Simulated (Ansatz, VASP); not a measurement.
One calculation of Au, two programs

```
Au
1.0
    -0.21594    1.94343    1.94343
     1.94343   -0.21594    1.94343
     1.94343    1.94343   -0.21594
Au
1
Direct
  0.00000 0.00000 0.00000
```

Alike in both runs: task single point; functional PBEsol; k mesh 22 × 22 × 22; occupations gaussian, width 0.15 eV; no spin polarisation.

```csv
,VASP,Ansatz
version,VASP 6.6.1,Ansatz 0.2.0
potentials or method,"VASP PAW PBE potentials, release 64 (Au), cutoff 520 eV","scalar-relativistic, plane waves, PAW"
valence electrons in the cell,11,19
```

|  | VASP | Ansatz | Ansatz less VASP |
| --- | --- | --- | --- |
| gap on the k mesh at the Fermi level (eV) | none | none | - |
| pressure (GPa) | 2.6 | 2.9 | +0.26 |
| traceless stress, the component that is largest in VASP (GPa) | 2.91 | 2.92 | +0.014 |

VASP's potentials were made for PBE, not for PBEsol. A gap of «none» marks a metal or a gap that the smearing closes. The functional is the same, so the differences come from potentials, cutoffs and numerics. VASP's potentials hold 11 valence electrons a cell and Ansatz's 19, so a difference there can come from the potentials and not from the codes.

Spin-orbit coupling is off throughout.
